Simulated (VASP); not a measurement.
Set up this calculation in VASP 6.6.1, as the native input.

| Quantity | Value |
| --- | --- |
| Task | relaxation of cell and atoms |
| Functional | LDA |
| Potentials or basis | VASP PAW LDA potentials, release 64 (Pb_d) |
| Cutoff | 600 eV |
| k mesh | 14 × 14 × 8 |
| Occupations | fermi-dirac, width 0.05 eV |
| Spin | no spin polarisation |
| Dipole correction | no |
| Further INCAR settings | ALGO = Normal; EDIFF = 1e-06; IBRION = 2; EDIFFG = -0.002; NSW = 100; ISIF = 3 |

The structure of Pb lies in POSCAR:

```
Pb
1.0
    3.4800000000      0.0000000000      0.0000000000
   -1.7400000000      3.0137684052      0.0000000000
    0.0000000000      0.0000000000      5.5900000000
Pb
2
Direct
    0.3333333333      0.6666666667      0.2500000000
    0.6666666667      0.3333333333      0.7500000000
```

This isn't the form of Pb at room conditions, which is fcc.

The input as run:

INCAR

```
SYSTEM = Pb
  PREC = Accurate
  ENCUT = 600
  EDIFF = 1E-6
  ISMEAR = -1
  SIGMA = 0.05
  LREAL = .False.
  LASPH = .True.
  NELM = 80
  ALGO = Normal
  ISIF = 3
  LWAVE = .False.
  LCHARG = .False.
  IBRION = 2
  NSW = 100
  EDIFFG = -0.002
```

KPOINTS

```
Automatic mesh
0
Gamma
  14 14 8
  0 0 0
```

Potentials or basis: VASP PAW LDA potentials, release 64 (Pb_d).

Launch:

```bash
$ cat potpaw_LDA.64/Pb_d/POTCAR > POTCAR
$ mpirun -np 1 vasp_std > vasp.out
```

It gave:

```
Relaxed volume                        : 28.89 Å³/atom
Relaxed cell                          : a = 3.419 Å, b = 3.419 Å, c = 5.709 Å, α = 90.00°, β = 90.00°, γ = 120.00°
Space group after relaxing (to 0.1 Å) : P6_3/mmc (No. 194)
Energy gained by relaxing             : 5.3 meV/atom
Ionic steps                           : 37
Pressure after relaxing               : 0.0 GPa
Band gap on the k mesh                : zero (bands 14 and 15 overlap by 7.91 eV)
```

Caveat: spin-orbit coupling is left out, which moves the levels of the heavy elements.

Wall time 13 min on 1 thread of Intel(R) Xeon(R) 6975P-C (Granite Rapids), with other jobs on the host, peak memory 0.28 GiB.
